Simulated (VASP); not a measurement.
The system is BAs.

```
CELL_PARAMETERS angstrom
0.00000 2.30877 2.30877
2.30877 0.00000 2.30877
2.30877 2.30877 0.00000
ATOMIC_POSITIONS crystal
As 0.75000 0.75000 0.75000
B 0.00000 0.00000 0.00000
```

Base run:

| Item | Value |
| --- | --- |
| Program | VASP 6.6.1 |
| Functional | RPBE |
| Dispersion | D3(BJ) |
| Potentials or basis | VASP PAW PBE potentials, release 64 (As_d, B) |
| Cutoff | 600 eV |
| k mesh | 10 × 10 × 10 |
| Occupations | fermi-dirac, width 0.05 eV |
| Spin | no spin polarisation |

Its results: band gap on the k mesh 1.10 eV, indirect (least direct gap 3.42 eV); pressure -0.5 GPa.

Problem. The run is repeated on the same cell with these changes: potentials or basis from VASP PAW PBE potentials, release 64 (As_d, B) to VASP PAW PBE potentials, release 64 (As, B); cutoff from 600 eV to 520 eV; further incar settings from ALGO = Normal; EDIFF = 1e-06; NBANDS = 16 to ALGO = Normal; EDIFF = 1e-07; NBANDS = 11; valence electrons from 18 to 8. What comes out?

Solution. Band gap on the k mesh 1.08 eV, indirect (least direct gap 3.41 eV); pressure 1.0 GPa.

Caveats: the PAW data sets were made with another functional, which shifts forces and pressure a little.

A k mesh can miss the band edges.
